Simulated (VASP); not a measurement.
Set up this calculation in VASP 6.6.1, as the native input.

- Task: single point
- Functional: PBEsol
- Potentials or basis: VASP PAW PBE potentials, release 64 (La, Sc_sv, As)
- Cutoff: 520 eV
- k mesh: 6 × 6 × 2
- Occupations: fermi-dirac, width 0.03 eV
- Spin: no spin polarisation
- Dipole correction: no
- Further INCAR settings: ALGO = Normal; EDIFF = 1e-06; NBANDS = 33

The structure of La2ScAs3 lies in POSCAR:

```
La2ScAs3
1.0
    4.1724615921      0.0000000000      0.0000000000
   -2.0862307961      3.6134577351      0.0000000000
    0.0000000000      0.0000000000     10.1191562720
La Sc As
2 1 3
Direct
    0.3333333333      0.6666666667      0.6797479977
    0.6666666667      0.3333333333      0.3202520023
    0.0000000000      0.0000000000      0.0000000000
    0.3333333333      0.6666666667      0.1413297359
    0.6666666667      0.3333333333      0.8586702641
    0.0000000000      0.0000000000      0.5000000000
```

These files were run (other wordings do the same):

INCAR

```
SYSTEM = La2ScAs3
ALGO = Normal
EDIFF = 1E-6
ENCUT = 520
GGA = PS
ISIF = 2
ISMEAR = -1
LASPH = .TRUE.
LCHARG = .FALSE.
LREAL = .FALSE.
LWAVE = .FALSE.
NBANDS = 33
NELM = 80
PREC = Accurate
SIGMA = 0.03
```

KPOINTS

```
k-points
0
G
  6 6 2
  0 0 0
```

Potentials or basis: VASP PAW PBE potentials, release 64 (La, Sc_sv, As).

Run with:

```console
$ cat potpaw_PBE.64/La/POTCAR potpaw_PBE.64/Sc_sv/POTCAR potpaw_PBE.64/As/POTCAR > POTCAR
$ mpirun -np 1 vasp_std > vasp.out
```

Results of the run:

The pressure is 0.1 GPa. The largest force is 0.010 eV/Å and the band gap on the k mesh is zero (bands 24 and 25 overlap by 0.73 eV).

Caveat: the PAW data sets were made with another functional, which shifts forces and pressure a little; spin-orbit coupling is left out, which moves the levels of the heavy elements.

It took 77 s on 1 thread of AMD EPYC 7R13 Processor (Zen 3) (shared host), peak memory 0.28 GiB.
